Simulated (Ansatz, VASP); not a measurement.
# Ba in VASP and in Ansatz

INCAR

```
SYSTEM = Ba
PREC     = Accurate       ! precision mode
ENCUT    = 520            ! plane-wave cutoff, eV
EDIFF    = 1E-7           ! SCF threshold, eV
ISMEAR   = 0              ! smearing method
SIGMA    = 0.15           ! smearing width, eV
LREAL    = .FALSE.        ! projectors in reciprocal space
LASPH    = .TRUE.         ! aspherical terms in the spheres
NELM     = 60             ! most SCF steps
ALGO     = Fast           ! electronic algorithm
ISIF     = 2              ! what is computed and relaxed
LWAVE    = .FALSE.        ! write WAVECAR
LCHARG   = .FALSE.        ! write CHGCAR
GGA      = PE             ! functional
NBANDS   = 11             ! bands
```

File KPOINTS:

```
Automatic mesh
0
G
  14 14 14
  0 0 0
```

POSCAR

```
Ba
1.0
   -2.5250000000      2.5250000000      2.5000000000
    2.5250000000     -2.5250000000      2.5000000000
    2.4750000000      2.4750000000     -2.5000000000
Ba
1
Direct
    0.0000000000      0.0000000000      0.0000000000
```

Input for Ansatz:

```yaml
crystal:
  lattice:
    - [-2.525, 2.525, 2.5]
    - [2.525, -2.525, 2.5]
    - [2.475, 2.475, -2.5]
  atoms:
    - { symbol: Ba, position: [0.0, 0.0, 0.0] }
basis:
  ecutwfc: 420
kpoints:
  mp_grid: { grid: [14, 14, 14] }
hamiltonian:
  xc: pbe
scf:
  occupations: { method: gaussian, width: 0.15 }
output:
  forces: true
  stress: true
  eigenvalues: true
  write_density: true
  write_potential: true
  elf: true
  volumetric_format: npy
```

Change from the starting cell: strain -0.0200 x Voigt [0, 0, 0, 0, 0, 1], atoms carried along.

Alike in both runs: task single point; functional PBE; k mesh 14 × 14 × 14; occupations gaussian, width 0.15 eV; no spin polarisation.

```csv
,VASP,Ansatz
version,VASP 6.6.1,Ansatz 0.2.0
potentials or method,"VASP PAW PBE potentials, release 64 (Ba_sv), cutoff 520 eV","scalar-relativistic, plane waves, PAW"
valence electrons in the cell,10,10
```

|  | VASP | Ansatz | Ansatz less VASP |
| --- | --- | --- | --- |
| gap on the k mesh at the Fermi level (eV) | none | none | - |
| pressure (GPa) | 0.2 | 0.1 | -0.05 |
| traceless stress, the component that is largest in VASP (GPa) | 0.21 | 0.21 | -0.001 |

A gap of «none» marks a metal or a gap that the smearing closes. With one functional, cell and mesh, what is left measures potentials, basis and numerics.

Spin-orbit coupling is off throughout.
